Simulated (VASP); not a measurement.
# Si (I4/mmm) in VASP: a series of runs

The runs below take Si through relaxation of shape and atoms at fixed volume, with LDA.

Program: VASP 6.6.1. These are calculated values, not measurements. Logs are shortened: lines on timing, memory, paths and dates and some standing lists are left out, and cuts for length are marked.

## Step 1: The cell of the first run

It takes space group I4/mmm (No. 139, tetragonal). The conventional cell has a = 6.668 Å, b = 6.668 Å, c = 3.855 Å, α = 90.00°, β = 90.00°, γ = 90.00°. Within 3.1 Å of Si (site symmetry m2m) lie 4 Si at 2.35 to 2.39 Å.

## Step 2: Relaxation of shape and atoms at fixed volume, LDA (21.42 Å³/atom)

Input file INCAR:

```
ALGO = Normal ; EDIFF = 1E-6
EDIFFG = -0.01 ; ENCUT = 600
IBRION = 2 ; ISIF = 4
ISMEAR = 0 ; LASPH = True
LCHARG = False ; LREAL = False
LWAVE = False ; NELM = 60
NSW = 50 ; PREC = Accurate
SIGMA = 0.01
```

Input file KPOINTS:

```
k-points
0
Gamma
  10 10 10
```

Input file POSCAR:

```
Si
1.0
   -3.3339598441      3.3339598441      1.9272608793
    3.3339598441     -3.3339598441      1.9272608793
    3.3339598441      3.3339598441     -1.9272608793
Si
4
Direct
    0.1788433299      0.1788433299      0.3576866599
    0.8211566701      0.8211566701      0.6423133401
    0.1788433299      0.8211566701      0.0000000000
    0.8211566701      0.1788433299      0.0000000000
```

Potentials or basis: VASP PAW LDA potentials, release 64 (Si).

On the command line:

```console
$ cat potpaw_LDA.64/Si/POTCAR > POTCAR
$ mpirun -np 1 vasp_std > vasp.out
```

OUTCAR:

```text
EDIFF = 1E-6
   EDIFFG = -0.01
   ENCUT = 600
   IBRION = 2
   ISIF = 4
   ISMEAR = 0
   LASPH = True
   LREAL = False
   NELM = 60
   NSW = 50
   PREC = Accurate

 ion  position               nearest neighbor table
   1  0.179  0.179  0.358-   2 2.35   2 2.35   3 2.39   4 2.39
   2  0.821  0.821  0.642-   1 2.35   1 2.35   4 2.39   3 2.39
   3  0.179  0.821  0.000-   4 2.35   4 2.35   2 2.39   1 2.39
   4  0.821  0.179  0.000-   3 2.35   3 2.35   2 2.39   1 2.39

  LATTYP: Found a body centered tetragonal cell.
 ALAT       =     6.6679196882
 C/A-ratio  =     0.5780696137

  Lattice vectors:

 A1 = (  -3.3339598441,   3.3339598441,   1.9272608793)
 A2 = (   3.3339598441,  -3.3339598441,   1.9272608793)
 A3 = (   3.3339598441,   3.3339598441,  -1.9272608793)

Analysis of symmetry for initial positions (statically):
=====================================================================
 Subroutine PRICEL returns:
 Original cell was already a primitive cell.

 Routine SETGRP: Setting up the symmetry group for a
 body centered tetragonal supercell.

 Subroutine GETGRP returns: Found 16 space group operations
 (whereof 16 operations were pure point group operations)
 out of a pool of 16 trial point group operations.

The static configuration has the point symmetry D_4h.

Analysis of symmetry for dynamics (positions and initial velocities):
=====================================================================
 Subroutine PRICEL returns:
 Original cell was already a primitive cell.

 Routine SETGRP: Setting up the symmetry group for a
 body centered tetragonal supercell.

 Subroutine GETGRP returns: Found 16 space group operations
 (whereof 16 operations were pure point group operations)
 out of a pool of 16 trial point group operations.

The dynamic configuration has the point symmetry D_4h.

 Subroutine INISYM returns: Found 16 space group operations
 (whereof 16 operations are pure point group operations),
 and found     1 'primitive' translations

----------------------------------------------------------------------------------------

                                     Primitive cell

  volume of cell :      85.6882

  direct lattice vectors                    reciprocal lattice vectors
    -3.333959844  3.333959844  1.927260879     0.000000000  0.149971812  0.259435557
     3.333959844 -3.333959844  1.927260879     0.149971812  0.000000000  0.259435557
     3.333959844  3.333959844 -1.927260879     0.149971812  0.149971812  0.000000000

  length of vectors
     5.093614726  5.093614726  5.093614726     0.299663733  0.299663733  0.212092171

  position of ions in fractional coordinates (direct lattice)
     0.178843330  0.178843330  0.357686660
     0.821156670  0.821156670  0.642313340
     0.178843330  0.821156670  0.000000000
     0.821156670  0.178843330  0.000000000

  ion indices of the primitive-cell ions
   primitive index   ion index
                 1           1
                 2           2
                 3           3
                 4           4

----------------------------------------------------------------------------------------

 KPOINTS: k-points

Automatic generation of k-mesh.
 Grid dimensions read from file:
 generate k-points for:   10   10   10

 Generating k-lattice:

  Cartesian coordinates                     Fractional coordinates (reciprocal lattice)
     0.000000000  0.014997181  0.025943556     0.100000000 -0.000000000  0.000000000
     0.014997181  0.000000000  0.025943556    -0.000000000  0.100000000  0.000000000
     0.014997181  0.014997181  0.000000000     0.000000000  0.000000000  0.100000000

  Length of vectors
     0.029966373  0.029966373  0.021209217

  Shift w.r.t. Gamma in fractional coordinates (k-lattice)
     0.000000000  0.000000000  0.000000000

 Subroutine IBZKPT returns following result:
 ===========================================

 Found    102 irreducible k-points:

 Following reciprocal coordinates:
            Coordinates               Weight
  0.000000  0.000000  0.000000      1.000000
  0.100000 -0.000000  0.000000      8.000000
  0.200000 -0.000000  0.000000      8.000000
  0.300000 -0.000000  0.000000      8.000000
  0.400000 -0.000000  0.000000      8.000000
  0.500000 -0.000000  0.000000      4.000000
[... 16 lines left out ...]
  0.300000  0.300000  0.000000      8.000000
  0.400000  0.300000  0.000000     16.000000
 [... further k-points ...]
   k-points           NKPTS =    102   k-points in BZ     NKDIM =    102   number of bands    NBANDS=     12
   number of dos      NEDOS =    301   number of ions     NIONS =      4
   total plane-waves  NPLWV =  74088
   dimension x,y,z NGX =    42 NGY =   42 NGZ =   42
   dimension x,y,z NGXF=    84 NGYF=   84 NGZF=   84
   ions per type =               4
   NGX,Y,Z   is equivalent  to a cutoff of  13.71, 13.71, 13.71 a.u.
   NGXF,Y,Z  is equivalent  to a cutoff of  27.42, 27.42, 27.42 a.u.
 SYSTEM =  unknown system
   PREC   = accura    normal or accurate (medium, high low for compatibility)
   ISTART =      0    job   : 0-new  1-cont  2-samecut
   ICHARG =      2    charge: 1-file 2-atom 10-const
   ISPIN  =      1    spin polarized calculation?
   LNONCOLLINEAR =      F non collinear calculations
   LSORBIT =      F    spin-orbit coupling
   LASPH  =      T    aspherical Exc in radial PAW
   ENCUT  =  600.0 eV  44.10 Ry    6.64 a.u.  10.17 10.17 10.17*2*pi/ulx,y,z
   NELM   =     60;   NELMIN=  2; NELMDL= -5     # of ELM steps
   EDIFF  = 0.1E-05   stopping-criterion for ELM
   LREAL  =      F    real-space projection
   EDIFFG = -.1E-01   stopping-criterion for IOM
   NSW    =     50    number of steps for IOM
   IBRION =      2    ionic relax: 0-MD 1-quasi-New 2-CG
   NFREE  =      1    steps in history (QN), initial steepest desc. (CG)
   ISIF   =      4    stress and relaxation
   ISYM   =      2    0-nonsym 1-usesym 2-fastsym
   POTIM  = 0.5000    time-step for ionic-motion
   TEBEG  =    0.0;   TEEND  =   0.0 temperature during run
   PSTRESS=    0.0 pullay stress
   NELECT =      16.0000    total number of electrons
   NUPDOWN=      -1.0000    fix difference up-down
   EMIN   =  10.00;   EMAX   =-10.00  energy-range for DOS
   EFERMI =   0.00;   METHOD = LEGACY
   ISMEAR =     0;   SIGMA  =   0.01  broadening in eV -4-tet -1-fermi 0-gaus
   EFERMI_NEDOS =   21; number of points for ismear=-14 and -15
   IALGO  =     38    algorithm
   IMIX   =      4    mixing-type and parameters
     AMIX     =   0.40;   BMIX     =  1.00
     AMIX_MAG =   1.60;   BMIX_MAG =  1.00
  volume/ion in A,a.u.               =      21.42       144.56
  Fermi-wavevector in a.u.,A,eV,Ry     =   0.935710  1.768235 11.912614  0.875552
  Thomas-Fermi vector in A             =   2.062645
   LORBIT       =      0    0 simple, 1 ext, 2 COOP (PROOUT), +10 PAW based schemes
   GGA     = CA    functional components
   LHFCALC =     F    Hartree Fock is set to
   AEXX    =    0.0000 exact exchange contribution
   IVDW    =     0    specifies the selected vdW correction
   LEPSILON=     F    determine dielectric tensor
   LRPA    =     F    only Hartree local field effects (RPA)
 conjugate gradient relaxation of ions
 non-spin polarized calculation
 Gauss-broadening in eV      SIGMA  =   0.01
  energy-cutoff  :      600.00
  volume of cell :       85.69
 maximum number of plane-waves:      2885
 NGX is ok and might be reduce to    42
   NGX = 21   NGY = 21   NGZ = 21

--------------------------------------- Ionic step        1  -------------------------------------------

 number of electron      16.0000001 magnetization

 Free energy of the ion-electron system (eV)
  ---------------------------------------------------
  ext. energy  EPLUGINS =         0.00000000
  ---------------------------------------------------
  free energy    TOTEN  =       -23.36366036 eV

  energy without entropy =      -23.36366036  energy(sigma->0) =      -23.36366036

------------------------ aborting loop because EDIFF is reached ----------------------------------------

  FORCE on cell =-STRESS in cart. coord.  units (eV):
  Direction    XX          YY          ZZ          XY          YZ          ZX
  --------------------------------------------------------------------------------------
  -------------------------------------------------------------------------------------
  Total       -1.2531710     -1.2531710     -1.3768772      0.0000000      0.0000000      0.0000000
  in kB      -23.4314780    -23.4314780    -25.7445057      0.0000000      0.0000000      0.0000000
  external PRESSURE =     -24.2024873 kB  Pullay stress =       0.0000000 kB

 VOLUME and BASIS-vectors are now :
 -----------------------------------------------------------------------------
  energy-cutoff  :      600.00
  volume of cell :       85.69
      direct lattice vectors                 reciprocal lattice vectors
    -3.333959844  3.333959844  1.927260879     0.000000000  0.149971812  0.259435557
     3.333959844 -3.333959844  1.927260879     0.149971812  0.000000000  0.259435557
     3.333959844  3.333959844 -1.927260879     0.149971812  0.149971812  0.000000000
[... 115 lines left out ...]
 POSITION                                       TOTAL-FORCE (eV/Angst)
 -----------------------------------------------------------------------------------
      1.19214      1.19214     -0.00000        -0.005288     -0.005288      0.000000
      2.14603      2.14603      1.92240         0.005288      0.005288     -0.000000
      2.14603     -2.14603      1.92240         0.005288     -0.005288     -0.000000
      1.19214      5.48420      0.00000        -0.005288      0.005288      0.000000
 -----------------------------------------------------------------------------------
    total drift:                               -0.000000      0.000000     -0.000000

  FREE ENERGIE OF THE ION-ELECTRON SYSTEM (eV)
  ---------------------------------------------------
  free  energy   TOTEN  =       -23.3640045181 eV

  energy  without entropy=      -23.3640045181  energy(sigma->0) =      -23.36400452

--------------------------------------- Ionic step        5  -------------------------------------------

 number of electron      16.0000001 magnetization

 Free energy of the ion-electron system (eV)
  ---------------------------------------------------
  ext. energy  EPLUGINS =         0.00000000
  ---------------------------------------------------
  free energy    TOTEN  =       -23.36401937 eV

  energy without entropy =      -23.36401937  energy(sigma->0) =      -23.36401937

 E-fermi :   5.3558     XC(G=0):  -9.2766

 val. band max:        5.2845658463   @ k =   0.5000   0.5000   0.5000
 cond. band min:       5.5699407340   @ k =  -0.1000  -0.2000   0.1000
 fundamental gap:      0.2853748877
 Fermi energy:         5.3558144459

 k-point     1 :       0.0000    0.0000    0.0000
  band No.  band energies     occupation
      1      -6.6857      2.00000
      2      -2.5009      2.00000
      3      -0.2641      2.00000
      4      -0.2641      2.00000
      5       1.5496      2.00000
      6       3.8563      2.00000
      7       3.8563      2.00000
      8       4.7473      2.00000
      9       6.7093      0.00000
     10       6.7957      0.00000
     11       6.7957      0.00000
     12       7.5796      0.00000

 k-point     2 :       0.1000   -0.0000    0.0000
  band No.  band energies     occupation
      1      -6.5755      2.00000
      2      -2.5243      2.00000
      3      -0.4057      2.00000
      4      -0.1057      2.00000
      5       1.6467      2.00000
      6       3.2309      2.00000
      7       3.3309      2.00000
      8       4.5029      2.00000
      9       6.3979      0.00000
     10       6.9836      0.00000
     11       7.0492      0.00000
     12       8.1542      0.00000
[... 316 lines left out ...]
 k-point    24 :       0.4000    0.3000    0.0000
  band No.  band energies     occupation
      1      -5.0176      2.00000
      2      -3.8442      2.00000
      3      -1.7812      2.00000
      4       0.2687      2.00000
      5       1.1201      2.00000
      6       2.3412      2.00000
      7       3.2827      2.00000
      8       3.9332      2.00000
      9       6.5997      0.00000
     10       6.9899      0.00000
     11       8.2831      0.00000
     12       9.0396      0.00000

 [... further k-points ...]

------------------------ aborting loop because EDIFF is reached ----------------------------------------

  FORCE on cell =-STRESS in cart. coord.  units (eV):
  Direction    XX          YY          ZZ          XY          YZ          ZX
  --------------------------------------------------------------------------------------
  -------------------------------------------------------------------------------------
  Total       -1.2756882     -1.2756882     -1.2744453      0.0000000      0.0000000     -0.0000000
  in kB      -23.8525001    -23.8525001    -23.8292606      0.0000000      0.0000000     -0.0000000
  external PRESSURE =     -23.8447536 kB  Pullay stress =       0.0000000 kB

 VOLUME and BASIS-vectors are now :
 -----------------------------------------------------------------------------
  energy-cutoff  :      600.00
  volume of cell :       85.69
      direct lattice vectors                 reciprocal lattice vectors
    -3.337409260  3.337409260  1.923279055     0.000000000  0.149816807  0.259972675
     3.337409260 -3.337409260  1.923279055     0.149816807  0.000000000  0.259972675
     3.337409260  3.337409260 -1.923279055     0.149816807  0.149816807  0.000000000

 POSITION                                       TOTAL-FORCE (eV/Angst)
 -----------------------------------------------------------------------------------
      1.19185      1.19185     -0.00000         0.000048      0.000048     -0.000000
      2.14556      2.14556      1.92328        -0.000048     -0.000048      0.000000
      2.14556     -2.14556      1.92328        -0.000048      0.000048     -0.000000
     -2.14556      2.14556      1.92328         0.000048     -0.000048     -0.000000
 -----------------------------------------------------------------------------------
    total drift:                               -0.000000      0.000000      0.000000

  FREE ENERGIE OF THE ION-ELECTRON SYSTEM (eV)
  ---------------------------------------------------
  free  energy   TOTEN  =       -23.3640193677 eV

  energy  without entropy=      -23.3640193677  energy(sigma->0) =      -23.36401937

 reached required accuracy - stopping structural energy minimisation
```

It took 2.9 min on 1 thread of AMD EPYC 9R45 (Zen 5), shared host; peak memory 0.23 GiB.

What came out:

- Free energy: -23.3640 eV
- Energy gained by relaxing: 0.1 meV/atom
- Ionic steps: 5
- Pressure after relaxing: -2.4 GPa
- Band gap on the k mesh: 0.29 eV (least direct gap 0.35 eV)

The path:
| step | energy change (eV) | largest force (eV/Å) | pressure (GPa) | volume (Å³) |
| --- | --- | --- | --- | --- |
| 1 | 0.0000 | 0.0431 | -2.42 | 85.69 |
| 2 | -0.0003 | 0.0005 | -2.39 | 85.69 |
| 3 | -0.0003 | 0.0131 | -2.39 | 85.69 |
| 4 | -0.0003 | 0.0075 | -2.38 | 85.69 |
| 5 | -0.0004 | 0.0001 | -2.38 | 85.69 |

Final structure:
```
CELL_PARAMETERS angstrom
-3.33741 3.33741 1.92328
3.33741 -3.33741 1.92328
3.33741 3.33741 -1.92328
ATOMIC_POSITIONS crystal
Si 0.17856 0.17856 0.35712
Si 0.82144 0.82144 0.64288
Si 0.17856 0.82144 0.00000
Si 0.82144 0.17856 0.00000
```

Caveat: semilocal functionals underestimate gaps, and a narrow one can read as zero. A k mesh can miss the band edges.

## Step 3: Relaxation of shape and atoms at fixed volume, LDA (22.05 Å³/atom)

This run uses another cell than the first one, of 22.05 Å³/atom.

Input file INCAR:

```
SYSTEM = Si
  PREC = Accurate
  ENCUT = 600
  EDIFF = 1E-6
  ISMEAR = 0
  SIGMA = 0.01
  LREAL = .FALSE.
  LASPH = .TRUE.
  NELM = 100
  ALGO = Normal
  ISIF = 4
  LWAVE = .FALSE.
  LCHARG = .FALSE.
  GGA = CA
  IBRION = 2
  NSW = 50
  EDIFFG = -0.01
```

Input file KPOINTS:

```
regular mesh
0
G
  10 10 10
  0 0 0
```

Input file POSCAR:

```
Si
1.0
   -3.3694937151      3.3694937151      1.9417824632
    3.3694937151     -3.3694937151      1.9417824632
    3.3694937151      3.3694937151     -1.9417824632
Si
4
Direct
    0.1785551281      0.1785551281      0.3571102562
    0.8214448719      0.8214448719      0.6428897438
    0.1785551281      0.8214448719      0.0000000000
    0.8214448719      0.1785551281      0.0000000000
```

Potentials or basis: VASP PAW LDA potentials, release 64 (Si).

On the command line:

```console
$ cat potpaw_LDA.64/Si/POTCAR > POTCAR
$ mpirun -np 1 vasp_std > vasp.out
```

Run time: 2.2 min. Hardware: 1 thread of AMD EPYC 9R45 (Zen 5), shared host; peak memory 0.24 GiB.

The run converged. Its results:

```yaml
Free_energy: -23.3102 eV
Energy_gained_by_relaxing: 0.0 meV/atom
Ionic_steps: 4
Pressure_after_relaxing: -4.5 GPa
Band_gap_on_the_k_mesh: 0.34 eV (least direct gap 0.41 eV)
```

Step by step:
| step | energy change (eV) | largest force (eV/Å) | pressure (GPa) | volume (Å³) |
| --- | --- | --- | --- | --- |
| 1 | 0.0000 | 0.0366 | -4.51 | 88.18 |
| 2 | -0.0002 | 0.0024 | -4.49 | 88.18 |
| 3 | -0.0002 | 0.0067 | -4.48 | 88.18 |
| 4 | -0.0002 | 0.0010 | -4.48 | 88.18 |

Final structure:
```
CELL_PARAMETERS angstrom
-3.37198 3.37198 1.93892
3.37198 -3.37198 1.93892
3.37198 3.37198 -1.93892
ATOMIC_POSITIONS crystal
Si 0.17833 0.17833 0.35666
Si 0.82167 0.82167 0.64334
Si 0.17833 0.82167 0.00000
Si 0.82167 0.17833 0.00000
```

Levels at points of the mesh, in eV from the valence-band top:
| k point | band 5 | band 6 | band 7 | band 8 | band 9 | band 10 | band 11 | band 12 |
| --- | --- | --- | --- | --- | --- | --- | --- | --- |
| (0.00, 0.00, 0.00) | -3.62 | -1.36 | -1.36 | -0.51 | 1.46 | 1.46 | 1.47 | 2.33 |
| (0.50, 0.00, 0.00) | -4.17 | -3.37 | -2.25 | -1.36 | 0.84 | 2.26 | 2.95 | 3.46 |
| (0.50, 0.50, 0.00) | -2.71 | -1.85 | -1.81 | -1.48 | 1.59 | 1.86 | 1.93 | 3.83 |
| (0.50, 0.50, 0.50) | -2.75 | -0.14 | 0.00 | 0.00 | 0.41 | 2.68 | 3.39 | 4.00 |

Caveat: semilocal functionals underestimate gaps, and a narrow one can read as zero. A k mesh can miss the band edges.

## Step 4: Relaxation of shape and atoms at fixed volume, LDA (22.88 Å³/atom)

This run uses another cell than the first one, of 22.88 Å³/atom.

Input file INCAR:

```
PREC = Accurate ; ENCUT = 600
EDIFF = 1E-6 ; ISMEAR = 0
SIGMA = 0.01 ; LREAL = False
LASPH = True ; NELM = 60
ALGO = Normal ; ISIF = 4
LWAVE = False ; LCHARG = False
IBRION = 2 ; NSW = 50
EDIFFG = -0.01
```

Input file KPOINTS:

```
regular mesh
0
Gamma
  10 10 10
```

Input file POSCAR:

```
Si
1.0
   -3.4135697202      3.4135697202      1.9633563922
    3.4135697202     -3.4135697202      1.9633563922
    3.4135697202      3.4135697202     -1.9633563922
Si
4
Direct
    0.1783301945      0.1783301945      0.3566603891
    0.8216698055      0.8216698055      0.6433396109
    0.1783301945      0.8216698055      0.0000000000
    0.8216698055      0.1783301945      0.0000000000
```

On the command line:

```console
$ cat potpaw_LDA.64/Si/POTCAR > POTCAR
$ mpirun -np 1 vasp_std > vasp.out
```

It took 2.1 min on 1 thread of AMD EPYC 9R45 (Zen 5), shared host; peak memory 0.24 GiB.

The run converged. Its results:

| Quantity | Value |
| --- | --- |
| Free energy | -23.1923 eV |
| Energy gained by relaxing | 0.1 meV/atom |
| Ionic steps | 4 |
| Pressure after relaxing | -6.8 GPa |
| Band gap on the k mesh | 0.33 eV (least direct gap 0.48 eV) |

Step by step:
| step | energy change (eV) | largest force (eV/Å) | pressure (GPa) | volume (Å³) |
| --- | --- | --- | --- | --- |
| 1 | 0.0000 | 0.0454 | -6.83 | 91.51 |
| 2 | -0.0002 | 0.0003 | -6.81 | 91.51 |
| 3 | -0.0002 | 0.0057 | -6.81 | 91.51 |
| 4 | -0.0003 | 0.0003 | -6.80 | 91.51 |

Final structure:
```
Si
1.0
    -3.41609    3.41609    1.96046
     3.41609   -3.41609    1.96046
     3.41609    3.41609   -1.96046
Si
4
Direct
  0.17806 0.17806 0.35612
  0.82194 0.82194 0.64388
  0.17806 0.82194 0.00000
  0.82194 0.17806 0.00000
```

Levels at points of the mesh, in eV from the valence-band top:
| k point | band 5 | band 6 | band 7 | band 8 | band 9 | band 10 | band 11 | band 12 |
| --- | --- | --- | --- | --- | --- | --- | --- | --- |
| (0.00, 0.00, 0.00) | -3.48 | -1.27 | -1.27 | -0.47 | 1.40 | 1.40 | 1.52 | 2.37 |
| (0.50, 0.00, 0.00) | -4.00 | -3.23 | -2.15 | -1.31 | 0.91 | 2.21 | 2.97 | 3.46 |
| (0.50, 0.50, 0.00) | -2.58 | -1.75 | -1.72 | -1.38 | 1.57 | 1.85 | 1.97 | 3.75 |
| (0.50, 0.50, 0.50) | -2.62 | -0.10 | 0.00 | 0.00 | 0.48 | 2.28 | 3.35 | 4.00 |

Caveat: semilocal functionals underestimate gaps, and a narrow one can read as zero.

(Continued in part 2 of 2.)
